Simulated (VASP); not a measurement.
# Sb (Pm-3m) in VASP: further runs, part 2 of 2

VASP 6.6.1.

**3. Single point, PBE (28.27 Å³/atom)**

This run uses another cell than the first one, of 28.27 Å³/atom.

Input file INCAR:

```
  PREC = Accurate
  ENCUT = 520
  EDIFF = 1E-6
  ISMEAR = 0
  SIGMA = 0.1
  LREAL = False
  LASPH = True
  NELM = 100
  ALGO = Normal
  ISIF = 2
  LWAVE = False
  LCHARG = False
  GGA = PE
  NBANDS = 8
```

Input file KPOINTS:

```
Automatic mesh
0
Gamma
  18 18 18
```

Input file POSCAR:

```
Sb
1.0
    3.0461528689      0.0000000000      0.0000000000
    0.0000000000      3.0461528689      0.0000000000
    0.0000000000      0.0000000000      3.0461528689
Sb
1
Direct
    0.5000000000      0.5000000000      0.5000000000
```

Potentials or basis: VASP PAW PBE potentials, release 64 (Sb).

Launch:

```
> cat potpaw_PBE.64/Sb/POTCAR > POTCAR
> mpirun -np 1 vasp_std > vasp.out
```

OUTCAR:

```text
PREC = Accurate
   ENCUT = 520
   EDIFF = 1E-6
   ISMEAR = 0
   LREAL = False
   LASPH = True
   NELM = 100
   ISIF = 2
   GGA = PE

 ion  position               nearest neighbor table
   1  0.500  0.500  0.500-

  LATTYP: Found a simple cubic cell.
 ALAT       =     3.0461528689

  Lattice vectors:

 A1 = (   3.0461528689,   0.0000000000,   0.0000000000)
 A2 = (   0.0000000000,   3.0461528689,   0.0000000000)
 A3 = (   0.0000000000,   0.0000000000,   3.0461528689)

Analysis of symmetry for initial positions (statically):
=====================================================================
 Subroutine PRICEL returns:
 Original cell was already a primitive cell.

 Routine SETGRP: Setting up the symmetry group for a
 simple cubic supercell.

 Subroutine GETGRP returns: Found 48 space group operations
 (whereof 48 operations were pure point group operations)
 out of a pool of 48 trial point group operations.

The static configuration has the point symmetry O_h .

Analysis of symmetry for dynamics (positions and initial velocities):
=====================================================================
 Subroutine PRICEL returns:
 Original cell was already a primitive cell.

 Routine SETGRP: Setting up the symmetry group for a
 simple cubic supercell.

 Subroutine GETGRP returns: Found 48 space group operations
 (whereof 48 operations were pure point group operations)
 out of a pool of 48 trial point group operations.

The dynamic configuration has the point symmetry O_h .

 Subroutine INISYM returns: Found 48 space group operations
 (whereof 48 operations are pure point group operations),
 and found     1 'primitive' translations

----------------------------------------------------------------------------------------

                                     Primitive cell

  volume of cell :      28.2654
[... 107 lines left out ...]
     AMIX_MAG =   1.60;   BMIX_MAG =  1.00
  volume/ion in A,a.u.               =      28.27       190.74
  Fermi-wavevector in a.u.,A,eV,Ry     =   0.918995  1.736649 11.490824  0.844552
  Thomas-Fermi vector in A             =   2.044139
   LORBIT       =      0    0 simple, 1 ext, 2 COOP (PROOUT), +10 PAW based schemes
   GGA     = PE    functional components
   LHFCALC =     F    Hartree Fock is set to
   AEXX    =    0.0000 exact exchange contribution
   IVDW    =     0    specifies the selected vdW correction
   LEPSILON=     F    determine dielectric tensor
   LRPA    =     F    only Hartree local field effects (RPA)
 non-spin polarized calculation
 Gauss-broadening in eV      SIGMA  =   0.10
  energy-cutoff  :      520.00
  volume of cell :       28.27
 maximum number of plane-waves:       776
 NGX is ok and might be reduce to    24
   NGX = 11   NGY = 11   NGZ = 11

 number of electron       4.9999999 magnetization

 Free energy of the ion-electron system (eV)
  ---------------------------------------------------
  ext. energy  EPLUGINS =         0.00000000
  ---------------------------------------------------
  free energy    TOTEN  =        -4.07308017 eV

  energy without entropy =       -4.07029747  energy(sigma->0) =       -4.07168882

 E-fermi :   7.8619     XC(G=0):  -9.8558

 val. band max:        7.8498867097   @ k =   0.1667   0.0556   0.0000
 cond. band min:       7.8636041935   @ k =   0.3889   0.3889   0.3333
 fundamental gap:      0.0137174838
 Fermi energy:         7.8619330874

 k-point     1 :       0.0000    0.0000    0.0000
  band No.  band energies     occupation
      1      -4.9823      2.00000
      2      11.2367      0.00000
      3      11.2367      0.00000
      4      11.2367      0.00000
      5      14.8047      0.00000
      6      14.8047      0.00000
      7      16.4274      0.00000
      8      25.7718      0.00000
[... 243 lines left out ...]
 k-point    24 :       0.3333    0.1111    0.0000
  band No.  band energies     occupation
      1      -3.1957      2.00000
      2       4.0480      2.00000
      3      10.7569      0.00000
      4      12.8917      0.00000
      5      16.6589      0.00000
      6      17.5825      0.00000
      7      19.4221      0.00000
      8      20.8903      0.00000

 [... further k-points ...]

------------------------ aborting loop because EDIFF is reached ----------------------------------------

  FORCE on cell =-STRESS in cart. coord.  units (eV):
  Direction    XX          YY          ZZ          XY          YZ          ZX
  --------------------------------------------------------------------------------------
  -------------------------------------------------------------------------------------
  Total        0.6968844      0.6968844      0.6968844     -0.0000000     -0.0000000      0.0000000
  in kB       39.5017432     39.5017432     39.5017432     -0.0000000     -0.0000000      0.0000000
  external PRESSURE =      39.5017432 kB  Pullay stress =       0.0000000 kB

 VOLUME and BASIS-vectors are now :
 -----------------------------------------------------------------------------
  energy-cutoff  :      520.00
  volume of cell :       28.27
      direct lattice vectors                 reciprocal lattice vectors
     3.046152869  0.000000000  0.000000000     0.328282934  0.000000000  0.000000000
     0.000000000  3.046152869  0.000000000     0.000000000  0.328282934  0.000000000
     0.000000000  0.000000000  3.046152869     0.000000000  0.000000000  0.328282934

 POSITION                                       TOTAL-FORCE (eV/Angst)
 -----------------------------------------------------------------------------------
      1.52308      1.52308      1.52308         0.000000      0.000000      0.000000
 -----------------------------------------------------------------------------------
    total drift:                               -0.000000     -0.000000     -0.000000

  FREE ENERGIE OF THE ION-ELECTRON SYSTEM (eV)
  ---------------------------------------------------
  free  energy   TOTEN  =        -4.0730801676 eV

  energy  without entropy=       -4.0702974712  energy(sigma->0) =       -4.07168882
```

OSZICAR:

```text
N       E                     dE             d eps       ncg     rms          rms(c)
DAV:   1     0.110379348874E+02    0.11038E+02   -0.18493E+03  3528   0.438E+02
DAV:   2    -0.385035166885E+01   -0.14888E+02   -0.14247E+02  4960   0.589E+01
DAV:   3    -0.406847351817E+01   -0.21812E+00   -0.21756E+00  4152   0.971E+00
DAV:   4    -0.406942908338E+01   -0.95557E-03   -0.95555E-03  5336   0.767E-01
DAV:   5    -0.406943373062E+01   -0.46472E-05   -0.46483E-05  4440   0.338E-02    0.213E+00
DAV:   6    -0.407151957060E+01   -0.20858E-02   -0.54309E-04  4992   0.181E-01    0.128E+00
DAV:   7    -0.407302505700E+01   -0.15055E-02   -0.14061E-03  3776   0.283E-01    0.733E-02
DAV:   8    -0.407307640306E+01   -0.51346E-04   -0.54478E-05  4896   0.504E-02    0.646E-03
DAV:   9    -0.407307930303E+01   -0.29000E-05   -0.31725E-06  4168   0.112E-02    0.214E-03
DAV:  10    -0.407308030920E+01   -0.10062E-05   -0.54147E-07  4472   0.430E-03    0.569E-04
DAV:  11    -0.407308016758E+01    0.14162E-06   -0.68793E-09  2056   0.565E-04
   1 F= -.40730802E+01 E0= -.40716888E+01  d E =-.278270E-02
```

stdout:

```text
POSCAR found type information on POSCAR Sb
 POSCAR found :  1 types and       1 ions
 scaLAPACK will be used
 LDA part: xc-table for (Slater+PW92), standard interpolation
 POSCAR, INCAR and KPOINTS ok, starting setup
 FFT: planning ... GRIDC
 FFT: planning ... GRID_SOFT
 FFT: planning ... GRID
 WAVECAR not read
 entering main loop
```

Wall time 56 s (1 thread of AMD EPYC 7R13, shared host); peak memory 0.14 GiB.

Results:

```
Free energy            : -4.0731 eV
Pressure               : 4.0 GPa
Band gap on the k mesh : zero (an odd number of electrons rules out a gap without spin polarisation)
```

Levels at points of the mesh, in eV from the Fermi level:
```
           k point  band 1  band 2  band 3  band 4  band 5  band 6  band 7  band 8
(0.00, 0.00, 0.00)  -12.84    3.37    3.37    3.37    6.94    6.94    8.57   17.91
(0.50, 0.00, 0.00)  -10.22   -5.99    5.57    5.57    9.12   10.71   11.48   11.57
(0.50, 0.50, 0.00)   -7.41   -3.81   -3.81    1.95    7.84   13.25   13.38   13.38
(0.50, 0.50, 0.50)   -4.23   -1.76   -1.76   -1.76    4.72    4.72    4.72    6.78
```

Caveat: the cell stands under pressure; spin-orbit coupling is left out, which moves the levels of the heavy elements.

**4. Single point, PBE (29.17 Å³/atom)**

This run uses another cell than the first one, of 29.17 Å³/atom.

Input file INCAR:

```
PREC = Accurate
ENCUT = 520
EDIFF = 1E-6
ISMEAR = 0
SIGMA = 0.1
LREAL = F
LASPH = T
NELM = 100
ALGO = Normal
ISIF = 2
LWAVE = F
LCHARG = T
GGA = PE
LELF = T
LVHAR = T
NBANDS = 8
```

Input file KPOINTS:

```
regular mesh
0
Gamma
  18 18 18
```

Input file POSCAR:

```
Sb
1.0
    3.0782199925      0.0000000000      0.0000000000
    0.0000000000      3.0782199925      0.0000000000
    0.0000000000      0.0000000000      3.0782199925
Sb
1
Direct
    0.5000000000      0.5000000000      0.5000000000
```

Launch:

```
> cat potpaw_PBE.64/Sb/POTCAR > POTCAR
> mpirun -np 1 vasp_std > vasp.out
```

Run time: 60 s. Hardware: 1 thread of AMD EPYC 7R13, shared host; peak memory 0.15 GiB.

Results (log left out):

```yaml
Free_energy: -4.0891 eV
Pressure: 1.8 GPa
Band_gap_on_the_k_mesh: zero (an odd number of electrons rules out a gap without spin polarisation)
```

Levels at points of the mesh, in eV from the Fermi level:
```tsv
k point	band 1	band 2	band 3	band 4	band 5	band 6
(0.00, 0.00, 0.00)	-12.59	3.29	3.29	3.29	6.91	6.91
(0.50, 0.00, 0.00)	-10.09	-5.76	5.38	5.38	9.03	10.63
(0.50, 0.50, 0.00)	-7.42	-3.67	-3.67	2.07	7.51	12.99
(0.50, 0.50, 0.50)	-4.42	-1.69	-1.69	-1.69	4.77	4.77
```

Caveat: spin-orbit coupling is left out, which moves the levels of the heavy elements.

**5. Single point, PBE**

This run uses another cell than the first one, of 30.07 Å³/atom.

Input file INCAR:

```
PREC = Accurate
ENCUT = 520
EDIFF = 1E-6
ISMEAR = 0
SIGMA = 0.1
LREAL = False
LASPH = True
NELM = 60
ALGO = Normal
ISIF = 2
LWAVE = False
LCHARG = False
GGA = PE
NBANDS = 8
```

Input file KPOINTS:

```
Automatic mesh
0
Gamma
  18 18 18
```

Input file POSCAR:

```
Sb
1.0
    3.1096325701      0.0000000000      0.0000000000
    0.0000000000      3.1096325701      0.0000000000
    0.0000000000      0.0000000000      3.1096325701
Sb
1
Direct
    0.5000000000      0.5000000000      0.5000000000
```

Launch:

```
> cat potpaw_PBE.64/Sb/POTCAR > POTCAR
> mpirun -np 1 vasp_std > vasp.out
```

Wall time 54 s (1 thread of AMD EPYC 7R13, shared host); peak memory 0.15 GiB.

The run converged. Its results:

```
Free energy            : -4.0939 eV
Pressure               : 0.0 GPa
Band gap on the k mesh : zero (an odd number of electrons rules out a gap without spin polarisation)
```

Levels at points of the mesh, in eV from the Fermi level:
```tsv
k point	band 1	band 2	band 3	band 4	band 5	band 6	band 7	band 8
(0.00, 0.00, 0.00)	-12.36	3.22	3.22	3.22	6.88	6.88	8.18	17.56
(0.50, 0.00, 0.00)	-9.97	-5.55	5.20	5.20	8.95	10.55	11.39	11.39
(0.50, 0.50, 0.00)	-7.43	-3.53	-3.53	2.18	7.21	12.74	13.20	13.21
(0.50, 0.50, 0.50)	-4.61	-1.63	-1.63	-1.63	4.81	4.81	4.81	6.94
```

Caveat: spin-orbit coupling is left out, which moves the levels of the heavy elements.

**6. Overview**

| cell | gap on the mesh (eV) | pressure (GPa) |
| --- | --- | --- |
| a = 3.013 Å, 1 atom | none | 6.5 |
| a = 3.046 Å, 1 atom | none | 4.0 |
| a = 3.078 Å, 1 atom | none | 1.8 |
| a = 3.110 Å, 1 atom | none | 0.0 |

Alike in all rows: task single point; level PBE; potentials or basis VASP PAW PBE potentials, release 64 (Sb); no spin polarisation; k mesh 18 × 18 × 18; cutoff (eV) 520; smearing gaussian 0.1 eV.

Caveats: spin-orbit coupling is left out, which moves the levels of the heavy elements; the cell stands under pressure (at least some runs).

Absolute energies hang on the potentials; compare differences alone.
